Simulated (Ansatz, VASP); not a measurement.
**Two plane-wave programs on GaSb**

File INCAR:

```
ALGO     = Normal         # electronic algorithm
EDIFF    = 1E-6           # SCF threshold, eV
ENCUT    = 500            # plane-wave cutoff, eV
GGA      = PE             # functional
GGA_COMPAT= False        
ISIF     = 2              # what is computed and relaxed
ISMEAR   = 0              # smearing method
LASPH    = True           # aspherical terms in the spheres
LCHARG   = True           # write CHGCAR
LELF     = True           # ELF
LREAL    = False          # projectors in reciprocal space
LVHAR    = True         
LWAVE    = False          # write WAVECAR
NBANDS   = 16             # bands
NELM     = 120            # most SCF steps
PREC     = Accurate       # precision mode
SIGMA    = 0.05           # smearing width, eV
```

File KPOINTS:

```
k-points
0
Gamma
  9 9 9
```

POSCAR

```
GaSb
1.0
    0.0000000000      3.0590005565      3.0590005565
    3.0590005565      0.0000000000      3.0590005565
    3.0590005565      3.0590005565      0.0000000000
Ga Sb
1 1
Direct
    0.0000000000      0.0000000000      0.0000000000
    0.7500000000      0.7500000000      0.7500000000
```

Input for Ansatz:

```yaml
crystal:
  lattice:
    - [0.0, 3.0590005565, 3.0590005565]
    - [3.0590005565, 0.0, 3.0590005565]
    - [3.0590005565, 3.0590005565, 0.0]
  atoms:
    - { symbol: Ga, position: [0.0, 0.0, 0.0] }
    - { symbol: Sb, position: [0.75, 0.75, 0.75] }
basis:
  ecutwfc: 420
  ecutrho_ratio: 4
  xc_grid: 4
kpoints:
  mp_grid: { grid: [9, 9, 9] }
hamiltonian:
  xc: pbe
scf:
  occupations: { method: gaussian, width: 0.05 }
output:
  forces: true
  stress: true
  write_density: true
  write_potential: true
  elf: true
  volumetric_format: npy
```

Alike in both runs: task single point; functional PBE; k mesh 9 × 9 × 9; occupations gaussian, width 0.05 eV; no spin polarisation.

|  | VASP | Ansatz |
| --- | --- | --- |
| version | VASP 6.6.1 | Ansatz 0.2.0 |
| potentials or method | VASP PAW PBE potentials, release 64 (Ga_d, Sb), cutoff 500 eV | scalar-relativistic, plane waves, PAW |
| valence electrons in the cell | 18 | 28 |

```csv
,VASP,Ansatz,Ansatz less VASP
pressure (GPa),2.4,2.3,-0.07
```

The functional is the same, so the differences come from potentials, cutoffs and numerics. VASP's potentials hold 18 valence electrons a cell and Ansatz's 28, so a difference there can come from the potentials and not from the codes.

Spin-orbit coupling is off throughout.
